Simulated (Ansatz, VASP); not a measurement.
**One calculation of HgSe, two programs**

INCAR

```
PREC = Accurate
ENCUT = 500
EDIFF = 1E-7
ISMEAR = 0
SIGMA = 0.03
LREAL = F
LASPH = T
NELM = 120
ALGO = Normal
ISIF = 3
LWAVE = F
LCHARG = F
GGA = PE
IBRION = 2
NSW = 100
EDIFFG = -0.002
GGA_COMPAT = F
NELMIN = 4
```

File KPOINTS:

```
regular mesh
0
Gamma
  16 16 16
```

File POSCAR:

```
HgSe
1.0
    0.0000000000      3.1301066918      3.1301066918
    3.1301066918      0.0000000000      3.1301066918
    3.1301066918      3.1301066918      0.0000000000
Hg Se
1 1
Direct
    0.0000000000      0.0000000000      0.0000000000
    0.2500000000      0.2500000000      0.2500000000
```

Input for Ansatz:

```yaml
crystal:
  lattice:
    - [0.0, 3.1301066918, 3.1301066918]
    - [3.1301066918, 0.0, 3.1301066918]
    - [3.1301066918, 3.1301066918, 0.0]
  atoms:
    - { symbol: Hg, position: [0.0, 0.0, 0.0] }
    - { symbol: Se, position: [0.25, 0.25, 0.25] }
basis:
  ecutwfc: 420
kpoints:
  mp_grid: { grid: [16, 16, 16] }
hamiltonian:
  xc: pbe
scf:
  occupations: { method: gaussian, width: 0.03 }
output:
  forces: true
  stress: true
  eigenvalues: true
relax:
  adjacent_minimum: "off"
  f_tol: 0.002
  max_steps: 80
  cell: { stress_tol: 0.02 }
```

Alike in both runs: task relaxation of cell and atoms; functional PBE; k mesh 16 × 16 × 16; occupations gaussian, width 0.03 eV; no spin polarisation.

```csv
,VASP,Ansatz
version,VASP 6.6.1,Ansatz 0.2.0
potentials or method,"VASP PAW PBE potentials, release 64 (Hg, Se), cutoff 500 eV","scalar-relativistic, plane waves, PAW"
valence electrons in the cell,18,36
```

```tsv
	VASP	Ansatz	Ansatz less VASP
gap on the k mesh at the Fermi level, each at its own relaxed structure (eV)	none	none	-
relaxed volume (Å³/atom)	30.80	30.67	-0.131
relaxed cell length with the largest relative difference (Å)	4.433	4.427	-0.0063
```

A gap of «none» marks a metal or a gap that the smearing closes. VASP's potentials hold 18 valence electrons a cell and Ansatz's 36, so a difference there can come from the potentials and not from the codes.

Neither program's run includes spin-orbit coupling.
